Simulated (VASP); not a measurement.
## Ru: single point with PBEsol

Ru:

```
CELL_PARAMETERS angstrom
2.68952 0.00000 0.00000
-1.34476 2.32920 0.00000
0.00000 0.00000 4.44326
ATOMIC_POSITIONS crystal
Ru 0.33333 0.66667 0.25000
Ru 0.66667 0.33333 0.75000
```

This cell differs from its parent crystal: strain +0.0450 x Voigt [0, 0, 1, 0, 0, 0].

```json
{
  "Program": "VASP 6.6.1",
  "Task": "single point",
  "Functional": "PBEsol",
  "Potentials or basis": "VASP PAW PBE potentials, release 64 (Ru_pv)",
  "Cutoff": "520 eV",
  "k mesh": "24 × 24 × 14",
  "Occupations": "gaussian, width 0.15 eV",
  "Spin": "no spin polarisation",
  "Dipole correction": "no",
  "Further INCAR settings": "ALGO = Fast; EDIFF = 1e-06; NBANDS = 21"
}
```

```json
{
  "Pressure": "-13.6 GPa",
  "Band gap on the k mesh": "zero (band 14 reaches 13.99 eV, above the bottom of band 15 at 10.89 eV)"
}
```

Stress tensor (GPa, compression positive):
```
 -6.88   0.00   0.00
  0.00  -6.88   0.00
  0.00   0.00 -26.91
```

Levels at points of the mesh, in eV from the Fermi level:
| k point | band 11 | band 12 | band 13 | band 14 | band 15 | band 16 | band 17 | band 18 |
| --- | --- | --- | --- | --- | --- | --- | --- | --- |
| (0.00, 0.00, 0.00) | -2.48 | -1.91 | -1.91 | -1.02 | -1.02 | 0.74 | 1.16 | 1.16 |
| (0.50, 0.00, 0.00) | -2.27 | -1.69 | -1.64 | 1.63 | 1.67 | 1.95 | 4.01 | 6.03 |
| (0.00, 0.00, 0.50) | -2.55 | -2.55 | -2.55 | -2.55 | 0.51 | 0.51 | 0.51 | 0.51 |
| (0.50, 0.00, 0.50) | -0.87 | -0.87 | 0.43 | 0.43 | 1.82 | 1.82 | 3.29 | 3.29 |

Run time: 4 min on 1 thread of Intel Xeon 6975P-C (shared host), peak memory 0.32 GiB.

Caveat: the cell differs from its parent crystal (strain +0.0450 x Voigt [0, 0, 1, 0, 0, 0]); the PAW data sets were made with another functional, which shifts forces and pressure a little.
